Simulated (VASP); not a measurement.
# AlNi (Pm-3m) in VASP: single point with PBE

Aim: the single point of AlNi with PBE.

Program: VASP 6.6.1. These are calculated values, not measurements. Logs are shortened: lines on timing, memory, paths and dates and some standing lists are left out, and cuts for length are marked.

### 1 The cell of the first run

The structure is cubic, space group Pm-3m (No. 221). The conventional cell has a = 2.881 Å, b = 2.881 Å, c = 2.881 Å, α = 90.00°, β = 90.00°, γ = 90.00°. Al (site symmetry m-3m) has 8 Ni at 2.50 Å and 6 Al at 2.88 Å within 3.3 Å. Within 3.3 Å of Ni (site symmetry m-3m) lie 8 Al at 2.50 Å and 6 Ni at 2.88 Å.

### 2 Single point, PBE, collinear spin, ferromagnetic start

INCAR reads:

```
ALGO     = Normal         # electronic algorithm
EDIFF    = 1E-6           # SCF threshold, eV
ENCUT    = 520            # plane-wave cutoff, eV
GGA      = PE             # functional
ISIF     = 2              # what is computed and relaxed
ISMEAR   = -1             # smearing method
ISPIN    = 2              # spin polarisation
LASPH    = T              # aspherical terms in the spheres
LCHARG   = F              # write CHGCAR
LMAXMIX  = 4              # l up to which the mixer works
LORBIT   = 11             # projections on sites
LREAL    = F              # projectors in reciprocal space
LWAVE    = F              # write WAVECAR
MAGMOM   = 0 1            # initial moments
NBANDS   = 18             # bands
NELM     = 150            # most SCF steps
PREC     = Accurate       # precision mode
SIGMA    = 0.2            # smearing width, eV
```

KPOINTS reads:

```
k-points
0
Gamma
  5 5 5
```

POSCAR reads:

```
AlNi
1.0
    2.8810000000      0.0000000000      0.0000000000
    0.0000000000      2.8810000000      0.0000000000
    0.0000000000      0.0000000000      2.8810000000
Al Ni
1 1
Direct
    0.0000000000      0.0000000000      0.0000000000
    0.5000000000      0.5000000000      0.5000000000
```

Potentials or basis: VASP PAW PBE potentials, release 64 (Al, Ni).

Launch:

```sh
$ cat potpaw_PBE.64/Al/POTCAR potpaw_PBE.64/Ni/POTCAR > POTCAR
$ mpirun -np 1 vasp_std > vasp.out
```

OUTCAR:

```text
EDIFF = 1E-6
   ENCUT = 520
   GGA = PE
   ISIF = 2
   ISMEAR = -1
   ISPIN = 2
   LASPH = T
   LORBIT = 11
   LREAL = F
   NELM = 150
   PREC = Accurate

 ion  position               nearest neighbor table
   1  0.000  0.000  0.000-   2 2.50   2 2.50   2 2.50   2 2.50   2 2.50   2 2.50   2 2.50   2 2.50

   2  0.500  0.500  0.500-   1 2.50   1 2.50   1 2.50   1 2.50   1 2.50   1 2.50   1 2.50   1 2.50

  LATTYP: Found a simple cubic cell.
 ALAT       =     2.8810000000

  Lattice vectors:

 A1 = (   2.8810000000,   0.0000000000,   0.0000000000)
 A2 = (   0.0000000000,   2.8810000000,   0.0000000000)
 A3 = (   0.0000000000,   0.0000000000,   2.8810000000)

Analysis of symmetry for initial positions (statically):
=====================================================================
 Subroutine PRICEL returns:
 Original cell was already a primitive cell.

 Routine SETGRP: Setting up the symmetry group for a
 simple cubic supercell.

 Subroutine GETGRP returns: Found 48 space group operations
 (whereof 48 operations were pure point group operations)
 out of a pool of 48 trial point group operations.

The static configuration has the point symmetry O_h .

Analysis of symmetry for dynamics (positions and initial velocities):
=====================================================================
 Subroutine PRICEL returns:
 Original cell was already a primitive cell.

 Routine SETGRP: Setting up the symmetry group for a
 simple cubic supercell.

 Subroutine GETGRP returns: Found 48 space group operations
 (whereof 48 operations were pure point group operations)
 out of a pool of 48 trial point group operations.

The dynamic configuration has the point symmetry O_h .

Analysis of structural, dynamic, and magnetic symmetry:
=====================================================================
 Subroutine PRICEL returns:
 Original cell was already a primitive cell.

 Routine SETGRP: Setting up the symmetry group for a
 simple cubic supercell.

 Subroutine GETGRP returns: Found 48 space group operations
 (whereof 48 operations were pure point group operations)
 out of a pool of 48 trial point group operations.

The overall configuration has the point symmetry O_h .

 Subroutine INISYM returns: Found 48 space group operations
 (whereof 48 operations are pure point group operations),
 and found     1 'primitive' translations

----------------------------------------------------------------------------------------

                                     Primitive cell

  volume of cell :      23.9128

  direct lattice vectors                    reciprocal lattice vectors
     2.881000000  0.000000000  0.000000000     0.347101701  0.000000000  0.000000000
     0.000000000  2.881000000  0.000000000     0.000000000  0.347101701  0.000000000
     0.000000000  0.000000000  2.881000000     0.000000000  0.000000000  0.347101701

  length of vectors
     2.881000000  2.881000000  2.881000000     0.347101701  0.347101701  0.347101701

  position of ions in fractional coordinates (direct lattice)
     0.000000000  0.000000000  0.000000000
     0.500000000  0.500000000  0.500000000

  ion indices of the primitive-cell ions
   primitive index   ion index
                 1           1
                 2           2

----------------------------------------------------------------------------------------

 KPOINTS: k-points

Automatic generation of k-mesh.
 Grid dimensions read from file:
 generate k-points for:    5    5    5

 Generating k-lattice:

  Cartesian coordinates                     Fractional coordinates (reciprocal lattice)
     0.069420340  0.000000000  0.000000000     0.200000000  0.000000000  0.000000000
     0.000000000  0.069420340  0.000000000     0.000000000  0.200000000  0.000000000
     0.000000000  0.000000000  0.069420340     0.000000000  0.000000000  0.200000000

  Length of vectors
     0.069420340  0.069420340  0.069420340

  Shift w.r.t. Gamma in fractional coordinates (k-lattice)
     0.000000000  0.000000000  0.000000000

 Subroutine IBZKPT returns following result:
 ===========================================

 Found     10 irreducible k-points:

 Following reciprocal coordinates:
            Coordinates               Weight
  0.000000  0.000000  0.000000      1.000000
  0.200000  0.000000  0.000000      6.000000
  0.400000  0.000000  0.000000      6.000000
  0.200000  0.200000  0.000000     12.000000
  0.400000  0.200000  0.000000     24.000000
  0.400000  0.400000  0.000000     12.000000
  0.200000  0.200000  0.200000      8.000000
  0.400000  0.200000  0.200000     24.000000
  0.400000  0.400000  0.200000     24.000000
  0.400000  0.400000  0.400000      8.000000
   k-points           NKPTS =     10   k-points in BZ     NKDIM =     10   number of bands    NBANDS=     18
   number of dos      NEDOS =    301   number of ions     NIONS =      2
   total plane-waves  NPLWV =  13824
   dimension x,y,z NGX =    24 NGY =   24 NGZ =   24
   dimension x,y,z NGXF=    48 NGYF=   48 NGZF=   48
   ions per type =               1   1
   NGX,Y,Z   is equivalent  to a cutoff of  13.85, 13.85, 13.85 a.u.
   NGXF,Y,Z  is equivalent  to a cutoff of  27.70, 27.70, 27.70 a.u.
 SYSTEM =  unknown system
   PREC   = accura    normal or accurate (medium, high low for compatibility)
   ISTART =      0    job   : 0-new  1-cont  2-samecut
   ICHARG =      2    charge: 1-file 2-atom 10-const
   ISPIN  =      2    spin polarized calculation?
   LNONCOLLINEAR =      F non collinear calculations
   LSORBIT =      F    spin-orbit coupling
   LASPH  =      T    aspherical Exc in radial PAW
   ENCUT  =  520.0 eV  38.22 Ry    6.18 a.u.   5.36  5.36  5.36*2*pi/ulx,y,z
   NELM   =    150;   NELMIN=  2; NELMDL= -5     # of ELM steps
   EDIFF  = 0.1E-05   stopping-criterion for ELM
   LREAL  =      F    real-space projection
   EDIFFG = 0.1E-04   stopping-criterion for IOM
   NSW    =      0    number of steps for IOM
   IBRION =     -1    ionic relax: 0-MD 1-quasi-New 2-CG
   NFREE  =      0    steps in history (QN), initial steepest desc. (CG)
   ISIF   =      2    stress and relaxation
   ISYM   =      2    0-nonsym 1-usesym 2-fastsym
   POTIM  = 0.5000    time-step for ionic-motion
   TEBEG  =    0.0;   TEEND  =   0.0 temperature during run
   PSTRESS=    0.0 pullay stress
   NELECT =      13.0000    total number of electrons
   NUPDOWN=      -1.0000    fix difference up-down
   EMIN   =  10.00;   EMAX   =-10.00  energy-range for DOS
   EFERMI =   0.00;   METHOD = LEGACY
   ISMEAR =    -1;   SIGMA  =   0.20  broadening in eV -4-tet -1-fermi 0-gaus
   EFERMI_NEDOS =   21; number of points for ismear=-14 and -15
   IALGO  =     38    algorithm
   IMIX   =      4    mixing-type and parameters
     AMIX     =   0.40;   BMIX     =  1.00
     AMIX_MAG =   1.60;   BMIX_MAG =  1.00
  volume/ion in A,a.u.               =      11.96        80.69
  Fermi-wavevector in a.u.,A,eV,Ry     =   1.336122  2.524904 24.289410  1.785221
  Thomas-Fermi vector in A             =   2.464773
   LORBIT       =     11    0 simple, 1 ext, 2 COOP (PROOUT), +10 PAW based schemes
   GGA     = PE    functional components
   LHFCALC =     F    Hartree Fock is set to
   AEXX    =    0.0000 exact exchange contribution
   IVDW    =     0    specifies the selected vdW correction
   LEPSILON=     F    determine dielectric tensor
   LRPA    =     F    only Hartree local field effects (RPA)
 spin polarized calculation
  energy-cutoff  :      520.00
  volume of cell :       23.91
 maximum number of plane-waves:       657
 NGX is ok and might be reduce to    24
   NGX = 11   NGY = 11   NGZ = 11

 number of electron      13.0000015 magnetization      -0.0094808

 number of electron      13.0000015 magnetization       0.0008519

 Free energy of the ion-electron system (eV)
  ---------------------------------------------------
  ext. energy  EPLUGINS =         0.00000000
  ---------------------------------------------------
  free energy    TOTEN  =       -10.59352602 eV

  energy without entropy =      -10.43865960  energy(sigma->0) =      -10.51609281

 E-fermi :   9.9262     XC(G=0): -12.0511

 val. band max:        9.8242258715   @ k =   0.4000   0.2000   0.2000
 cond. band min:       9.9799372778   @ k =   0.4000   0.4000   0.2000
 fundamental gap:      0.1557114063
 Fermi energy:         9.9261927454

 spin component 1

 k-point     1 :       0.0000    0.0000    0.0000
  band No.  band energies     occupation
      1      -1.1100      1.00000
      2       6.7494      1.00000
      3       6.7494      1.00000
      4       8.4229      0.99946
      5       8.4229      0.99946
      6       8.4229      0.99946
[... 10 lines left out ...]
     17      33.3693      0.00000
     18      33.3693      0.00000
[... 169 lines left out ...]
 k-point    10 :       0.4000    0.4000    0.4000
  band No.  band energies     occupation
      1       5.3348      1.00000
      2       6.1138      1.00000
      3       6.1138      1.00000
      4       8.5871      0.99876
      5       8.5871      0.99876
      6       9.3810      0.93854
[... 10 lines left out ...]
     17      38.9921      0.00000
     18      39.2724      0.00000
 Fermi energy:         9.9261927454

 spin component 2

 k-point     1 :       0.0000    0.0000    0.0000
  band No.  band energies     occupation
      1      -1.1103      1.00000
      2       6.7511      1.00000
      3       6.7511      1.00000
      4       8.4243      0.99945
      5       8.4243      0.99945
      6       8.4243      0.99945
[... 10 lines left out ...]
     17      33.3689      0.00000
     18      33.3689      0.00000
[... 169 lines left out ...]
 k-point    10 :       0.4000    0.4000    0.4000
  band No.  band energies     occupation
      1       5.3352      1.00000
      2       6.1144      1.00000
      3       6.1144      1.00000
      4       8.5892      0.99875
      5       8.5892      0.99875
      6       9.3814      0.93842
[... 10 lines left out ...]
     17      38.9922      0.00000
     18      39.2727      0.00000

------------------------ aborting loop because EDIFF is reached ----------------------------------------

  FORCE on cell =-STRESS in cart. coord.  units (eV):
  Direction    XX          YY          ZZ          XY          YZ          ZX
  --------------------------------------------------------------------------------------
  -------------------------------------------------------------------------------------
  Total        0.3949990      0.3949990      0.3949990     -0.0000000      0.0000000     -0.0000000
  in kB       26.4653009     26.4653009     26.4653009     -0.0000000      0.0000000     -0.0000000
  external PRESSURE =      26.4653009 kB  Pullay stress =       0.0000000 kB

 VOLUME and BASIS-vectors are now :
 -----------------------------------------------------------------------------
  energy-cutoff  :      520.00
  volume of cell :       23.91
      direct lattice vectors                 reciprocal lattice vectors
     2.881000000  0.000000000  0.000000000     0.347101701  0.000000000  0.000000000
     0.000000000  2.881000000  0.000000000     0.000000000  0.347101701  0.000000000
     0.000000000  0.000000000  2.881000000     0.000000000  0.000000000  0.347101701

 POSITION                                       TOTAL-FORCE (eV/Angst)
 -----------------------------------------------------------------------------------
      0.00000      0.00000      0.00000         0.000000      0.000000      0.000000
      1.44050      1.44050      1.44050         0.000000      0.000000      0.000000
 -----------------------------------------------------------------------------------
    total drift:                                0.000000      0.000000     -0.000000

  FREE ENERGIE OF THE ION-ELECTRON SYSTEM (eV)
  ---------------------------------------------------
  free  energy   TOTEN  =       -10.5935260158 eV

  energy  without entropy=      -10.4386596021  energy(sigma->0) =      -10.51609281

 total charge

# of ion       s       p       d       tot
------------------------------------------
    1        0.384   0.415   0.000   0.800
    2        0.477   0.522   8.458   9.457
--------------------------------------------------
tot          0.861   0.937   8.458  10.257

 magnetization (x)

# of ion       s       p       d       tot
------------------------------------------
    1        0.000   0.000   0.000   0.000
    2        0.000   0.000   0.001   0.001
--------------------------------------------------
tot          0.000   0.000   0.001   0.001
```

Wall time 11 s (1 thread of AMD EPYC 7R43 (Zen 3), shared host); peak memory 0.1 GiB.

What came out:

| Quantity | Value |
| --- | --- |
| Free energy | -10.5935 eV |
| Pressure | 2.6 GPa |
| Net moment | 0.00 μB per cell |
| Valence electrons inside the program's atomic spheres | Al 0.80; Ni 9.46 |

Caveat: the k points lie up to 0.44 Å⁻¹ apart.
